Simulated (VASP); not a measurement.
# KEu3 (Fm-3m) in VASP: further runs

Runs on KEu3. Level: PBE. Tasks: single point.

Program: VASP 6.6.1. These are calculated values, not measurements. Logs are shortened: lines on timing, memory, paths and dates and some standing lists are left out, and cuts for length are marked.

## (1) The cell of the first run

The structure is cubic, space group Fm-3m (No. 225). The conventional cell has a = 9.453 Å, b = 9.453 Å, c = 9.453 Å, α = 90.00°, β = 90.00°, γ = 90.00°. Eu (site symmetry m-3m) has 8 Eu at 4.09 Å and 6 K at 4.73 Å within 5.4 Å. Within 5.4 Å of Eu (site symmetry -43m) lie 10 Eu at 4.09 to 4.73 Å and 4 K at 4.09 Å. Within 5.4 Å of K (site symmetry m-3m) lie 14 Eu at 4.09 to 4.73 Å.

## (2) Single point, PBE, collinear spin, ferromagnetic start

INCAR reads:

```
PREC = Accurate ; ENCUT = 520
EDIFF = 1E-6 ; ISMEAR = -1
SIGMA = 0.05 ; LREAL = False
LASPH = True ; NELM = 150
ALGO = Normal ; ISIF = 2
LWAVE = False ; LCHARG = False
ISPIN = 2 ; MAGMOM = 7 7 7 0
LORBIT = 11 ; LMAXMIX = 6
GGA = PE ; NBANDS = 42
```

KPOINTS reads:

```
Automatic mesh
0
Gamma
  5 5 5
```

POSCAR reads:

```
KEu3
1.0
    0.0000000000      4.7266530534      4.7266530534
    4.7266530534      0.0000000000      4.7266530534
    4.7266530534      4.7266530534      0.0000000000
Eu K
3 1
Direct
    0.5000000000      0.5000000000      0.5000000000
    0.7500000000      0.7500000000      0.7500000000
    0.2500000000      0.2500000000      0.2500000000
    0.0000000000      0.0000000000      0.0000000000
```

Potentials or basis: VASP PAW PBE potentials, release 64 (Eu, K_sv).

Launch:

```sh
$ cat potpaw_PBE.64/Eu/POTCAR potpaw_PBE.64/K_sv/POTCAR > POTCAR
$ mpirun -np 1 vasp_std > vasp.out
```

OUTCAR:

```text
PREC = Accurate
   ENCUT = 520
   EDIFF = 1E-6
   ISMEAR = -1
   LREAL = False
   LASPH = True
   NELM = 150
   ISIF = 2
   ISPIN = 2
   LORBIT = 11
   GGA = PE

 ion  position               nearest neighbor table
   1  0.500  0.500  0.500-
   2  0.750  0.750  0.750-
   3  0.250  0.250  0.250-
   4  0.000  0.000  0.000-

  LATTYP: Found a face centered cubic cell.
 ALAT       =     9.4533061068

  Lattice vectors:

 A1 = (   0.0000000000,   4.7266530534,   4.7266530534)
 A2 = (   4.7266530534,   0.0000000000,   4.7266530534)
 A3 = (   4.7266530534,   4.7266530534,   0.0000000000)

Analysis of symmetry for initial positions (statically):
=====================================================================
 Subroutine PRICEL returns:
 Original cell was already a primitive cell.

 Routine SETGRP: Setting up the symmetry group for a
 face centered cubic supercell.

 Subroutine GETGRP returns: Found 48 space group operations
 (whereof 48 operations were pure point group operations)
 out of a pool of 48 trial point group operations.

The static configuration has the point symmetry O_h .

Analysis of symmetry for dynamics (positions and initial velocities):
=====================================================================
 Subroutine PRICEL returns:
 Original cell was already a primitive cell.

 Routine SETGRP: Setting up the symmetry group for a
 face centered cubic supercell.

 Subroutine GETGRP returns: Found 48 space group operations
 (whereof 48 operations were pure point group operations)
 out of a pool of 48 trial point group operations.

The dynamic configuration has the point symmetry O_h .

Analysis of structural, dynamic, and magnetic symmetry:
=====================================================================
 Subroutine PRICEL returns:
 Original cell was already a primitive cell.

 Routine SETGRP: Setting up the symmetry group for a
 face centered cubic supercell.

 Subroutine GETGRP returns: Found 48 space group operations
 (whereof 48 operations were pure point group operations)
 out of a pool of 48 trial point group operations.

The overall configuration has the point symmetry O_h .

 Subroutine INISYM returns: Found 48 space group operations
 (whereof 48 operations are pure point group operations),
 and found     1 'primitive' translations
[... 108 lines left out ...]
   LORBIT       =     11    0 simple, 1 ext, 2 COOP (PROOUT), +10 PAW based schemes
   GGA     = PE    functional components
   LHFCALC =     F    Hartree Fock is set to
   AEXX    =    0.0000 exact exchange contribution
   IVDW    =     0    specifies the selected vdW correction
   LEPSILON=     F    determine dielectric tensor
   LRPA    =     F    only Hartree local field effects (RPA)
 spin polarized calculation
  energy-cutoff  :      520.00
  volume of cell :      211.20
 maximum number of plane-waves:      5769
 NGX is ok and might be reduce to    50
   NGX = 25   NGY = 25   NGZ = 25

 number of electron      60.0000012 magnetization      22.3592394

 Free energy of the ion-electron system (eV)
  ---------------------------------------------------
  ext. energy  EPLUGINS =         0.00000000
  ---------------------------------------------------
  free energy    TOTEN  =       -34.49217233 eV

  energy without entropy =      -34.45445310  energy(sigma->0) =      -34.47331271

 E-fermi :   1.1075     XC(G=0):  -7.6080

 val. band max:        1.0646529927   @ k =  -0.2000   0.2000   0.0000
 cond. band min:       1.1539873200   @ k =   0.4000   0.2000   0.0000
 fundamental gap:      0.0893343273
 Fermi energy:         1.1075291365

 spin component 1

 k-point     1 :       0.0000    0.0000    0.0000
  band No.  band energies     occupation
      1     -40.8018      1.00000
      2     -40.7991      1.00000
      3     -40.7200      1.00000
      4     -30.0120      1.00000
      5     -19.6269      1.00000
      6     -19.6269      1.00000
[... 439 lines left out ...]
     41       0.7238      0.99954
     42       1.4079      0.00246
 Fermi energy:         1.1075291365

 spin component 2

 k-point     1 :       0.0000    0.0000    0.0000
  band No.  band energies     occupation
      1     -37.6240      1.00000
      2     -37.6199      1.00000
      3     -37.5419      1.00000
      4     -29.9956      1.00000
      5     -17.3117      1.00000
      6     -17.3117      1.00000
[... 439 lines left out ...]
     41       5.4917      0.00000
     42       5.5035      0.00000

------------------------ aborting loop because EDIFF is reached ----------------------------------------

  FORCE on cell =-STRESS in cart. coord.  units (eV):
  Direction    XX          YY          ZZ          XY          YZ          ZX
  --------------------------------------------------------------------------------------
  -------------------------------------------------------------------------------------
  Total       -1.0846907     -1.0846907     -1.0846907     -0.0000000     -0.0000000     -0.0000000
  in kB       -8.2285881     -8.2285881     -8.2285881     -0.0000000     -0.0000000     -0.0000000
  external PRESSURE =      -8.2285881 kB  Pullay stress =       0.0000000 kB

 VOLUME and BASIS-vectors are now :
 -----------------------------------------------------------------------------
  energy-cutoff  :      520.00
  volume of cell :      211.20
      direct lattice vectors                 reciprocal lattice vectors
     0.000000000  4.726653053  4.726653053    -0.105783097  0.105783097  0.105783097
     4.726653053  0.000000000  4.726653053     0.105783097 -0.105783097  0.105783097
     4.726653053  4.726653053  0.000000000     0.105783097  0.105783097 -0.105783097

 POSITION                                       TOTAL-FORCE (eV/Angst)
 -----------------------------------------------------------------------------------
      4.72665      4.72665      4.72665        -0.000000      0.000000     -0.000000
      7.08998      7.08998      7.08998        -0.000000     -0.000000     -0.000000
      2.36333      2.36333      2.36333         0.000000      0.000000      0.000000
      0.00000      0.00000      0.00000        -0.000000      0.000000     -0.000000
 -----------------------------------------------------------------------------------
    total drift:                               -0.000000     -0.000000     -0.000000

  FREE ENERGIE OF THE ION-ELECTRON SYSTEM (eV)
  ---------------------------------------------------
  free  energy   TOTEN  =       -34.4921723268 eV

  energy  without entropy=      -34.4544531022  energy(sigma->0) =      -34.47331271

 total charge

# of ion       s       p       d       f       tot
--------------------------------------------------
    1        2.083   5.718   0.219   6.716  14.736
    2        2.081   5.725   0.188   6.737  14.731
    3        2.081   5.725   0.188   6.737  14.731
    4        1.988   5.554   0.023   0.000   7.564
--------------------------------------------------
tot          8.232  22.722   0.617  20.191  51.762

 magnetization (x)

# of ion       s       p       d       f       tot
--------------------------------------------------
    1        0.001  -0.105   0.133   6.715   6.744
    2       -0.001  -0.104   0.111   6.737   6.742
    3       -0.001  -0.104   0.111   6.737   6.742
    4        0.000   0.008   0.006   0.000   0.015
--------------------------------------------------
tot         -0.002  -0.305   0.361  20.188  20.242
```

OSZICAR:

```text
N       E                     dE             d eps       ncg     rms          rms(c)
DAV:   1     0.712487844867E+03    0.71249E+03   -0.19978E+04  2060   0.540E+03
DAV:   2     0.243173954256E+03   -0.46931E+03   -0.40612E+03  2520   0.636E+02
DAV:   3     0.174762290718E+02   -0.22570E+03   -0.22058E+03  2426   0.352E+02
[... 12 lines left out ...]
DAV:  77    -0.344921664299E+02   -0.15414E-05   -0.15216E-05  1164   0.664E-03    0.135E-02
DAV:  78    -0.344921678172E+02   -0.13873E-05   -0.13856E-05  1164   0.829E-03    0.126E-02
DAV:  79    -0.344921690866E+02   -0.12694E-05   -0.12648E-05  1164   0.597E-03    0.121E-02
DAV:  80    -0.344921702710E+02   -0.11844E-05   -0.11511E-05  1164   0.795E-03    0.109E-02
DAV:  81    -0.344921713734E+02   -0.11024E-05   -0.10610E-05  1188   0.652E-03    0.934E-03
DAV:  82    -0.344921723268E+02   -0.95334E-06   -0.96008E-06  1164   0.860E-03
   1 F= -.34492172E+02 E0= -.34473313E+02  d E =-.377192E-01  mag=    22.3591
```

It took 19 min on 1 thread of Intel Xeon Platinum 8488C (Sapphire Rapids), shared host; peak memory 0.53 GiB.

What came out:

| Item | Value |
| --- | --- |
| Free energy | -34.4922 eV |
| Pressure | -0.8 GPa |
| Net moment | 22.36 μB per cell |
| Site moments | Eu +6.74; K +0.01 μB |
| Valence electrons inside the program's atomic spheres | Eu 14.74, 14.73 (each value once); K 7.56 |

Caveat: the highest band is partly filled, so the run has too few bands; spin-orbit coupling is left out, which moves the levels of the heavy elements; semilocal functionals describe open f shells poorly, which spoils levels, moments and volumes. The state reached can hang on the start; a lower one may exist.

## (3) Single point, PBE, collinear spin, ferromagnetic start

This run uses another cell than the first one, of 53.82 Å³/atom.

INCAR reads:

```
PREC = Accurate
ENCUT = 520
EDIFF = 1E-6
ISMEAR = -1
SIGMA = 0.05
LREAL = F
LASPH = T
NELM = 150
ALGO = Normal
ISIF = 2
LWAVE = F
LCHARG = F
ISPIN = 2
MAGMOM = 7 7 7 0
LORBIT = 11
LMAXMIX = 6
GGA = PE
NBANDS = 42
```

KPOINTS is that of step 2.

POSCAR reads:

```
KEu3
1.0
    0.0000000000      4.7567599355      4.7567599355
    4.7567599355      0.0000000000      4.7567599355
    4.7567599355      4.7567599355      0.0000000000
Eu K
3 1
Direct
    0.5000000000      0.5000000000      0.5000000000
    0.7500000000      0.7500000000      0.7500000000
    0.2500000000      0.2500000000      0.2500000000
    0.0000000000      0.0000000000      0.0000000000
```

Potentials or basis: VASP PAW PBE potentials, release 64 (Eu, K_sv).

Launch:

```sh
$ cat potpaw_PBE.64/Eu/POTCAR potpaw_PBE.64/K_sv/POTCAR > POTCAR
$ mpirun -np 1 vasp_std > vasp.out
```

Run time: 12 min. Hardware: 1 thread of Intel Xeon Platinum 8488C (Sapphire Rapids), shared host; peak memory 0.53 GiB.

Results (log left out):

| Quantity | Value |
| --- | --- |
| Free energy | -34.4715 eV |
| Pressure | -1.0 GPa |
| Net moment | 22.32 μB per cell |
| Site moments | Eu +6.74; K +0.01 μB |
| Valence electrons inside the program's atomic spheres | Eu 14.73; K 7.56 |

Levels at points of the mesh, in eV from the Fermi level:
Spin up:
```csv
k point,band 39,band 40,band 41,band 42
"(0.00, 0.00, 0.00)",-0.37,-0.37,0.13,0.13
```
Spin down:
```tsv
k point	band 14	band 15	band 16	band 17	band 18	band 19	band 20	band 21	band 22	band 23
(0.00, 0.00, 0.00)	-14.64	-14.64	-14.64	-3.10	0.36	0.36	0.79	0.79	0.79	1.08
```

Caveat: the highest band is partly filled, so the run has too few bands; spin-orbit coupling is left out, which moves the levels of the heavy elements; semilocal functionals describe open f shells poorly, which spoils levels, moments and volumes.
